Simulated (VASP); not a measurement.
Write the native input for VASP 6.6.1 that does the following.

* Task: relaxation of shape and atoms at fixed volume
* Functional: PBE
* Potentials or basis: VASP PAW PBE potentials, release 64 (Au)
* Cutoff: 600 eV
* k mesh: 15 × 15 × 14
* Occupations: fermi-dirac, width 0.08 eV
* Spin: no spin polarisation
* Dipole correction: no
* Further INCAR settings: ALGO = Normal; EDIFF = 1e-07; IBRION = 2; EDIFFG = -0.005; NSW = 50; ISIF = 4

The structure of Au lies in POSCAR:

```
Au
1.0
    2.4826979655      0.0000000000      0.0000000000
   -1.2413489827      2.1500795080      0.0000000000
    0.0000000000      0.0000000000      2.4643754842
Au
1
Direct
    0.0000000000      0.0000000000      0.0000000000
```

One way to write it, as run:

INCAR

```
PREC     = Accurate       # precision mode
ENCUT    = 600            # plane-wave cutoff, eV
EDIFF    = 1E-7           # SCF threshold, eV
ISMEAR   = -1             # smearing method
SIGMA    = 0.08           # smearing width, eV
LREAL    = F              # projectors in reciprocal space
LASPH    = T              # aspherical terms in the spheres
NELM     = 60             # most SCF steps
ALGO     = Normal         # electronic algorithm
ISIF     = 4              # what is computed and relaxed
LWAVE    = F              # write WAVECAR
LCHARG   = F              # write CHGCAR
GGA      = PE             # functional
IBRION   = 2              # ionic algorithm
NSW      = 50             # ionic steps
EDIFFG   = -0.005         # ionic threshold
```

KPOINTS

```
regular mesh
0
Gamma
  15 15 14
```

Potentials or basis: VASP PAW PBE potentials, release 64 (Au).

The run is started by

```sh
$ cat potpaw_PBE.64/Au/POTCAR > POTCAR
$ mpirun -np 1 vasp_std > vasp.out
```

Results of the run:

| Quantity | Value |
| --- | --- |
| Energy gained by relaxing | 18.6 meV/atom |
| Ionic steps | 7 |
| Pressure after relaxing | 140.4 GPa |

Run time: 35 s on 1 thread of Intel(R) Xeon(R) 6975P-C (Granite Rapids), with other jobs on the host, peak memory 0.16 GiB.
